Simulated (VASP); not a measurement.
Pt, 8 atoms in the cell. The structure is cubic, space group Fm-3m (No. 225). The conventional cell has a = 3.916 Å, b = 3.916 Å, c = 3.916 Å, α = 90.00°, β = 90.00°, γ = 90.00°. Within 3.6 Å of Pt (site symmetry m-3m) lie 12 Pt at 2.77 Å. 

| Item | Value |
| --- | --- |
| Program | VASP 6.6.1 |
| Task | single point |
| Functional | PBE |
| Potentials or basis | VASP PAW PBE potentials, release 64 (Pt) |
| Cutoff | 520 eV |
| k mesh | 10 × 10 × 10 |
| Occupations | gaussian, width 0.15 eV |
| Spin | no spin polarisation |
| Dipole correction | no |
| Further INCAR settings | ALGO = Fast; EDIFF = 1e-07; NBANDS = 50 |

Potentials or basis: VASP PAW PBE potentials, release 64 (Pt).

The run is started by

```bash
$ cat potpaw_PBE.64/Pt/POTCAR > POTCAR
$ mpirun -np 1 vasp_std > vasp.out
```

Hardware: 1 thread of Intel Xeon 8259CL (shared host).

**Question.** Estimate the wall time of this run.

**Answer.** It took 12 min on 1 thread of Intel Xeon 8259CL (shared host), peak memory 0.37 GiB. Counts: scf iterations 20, k points 47.
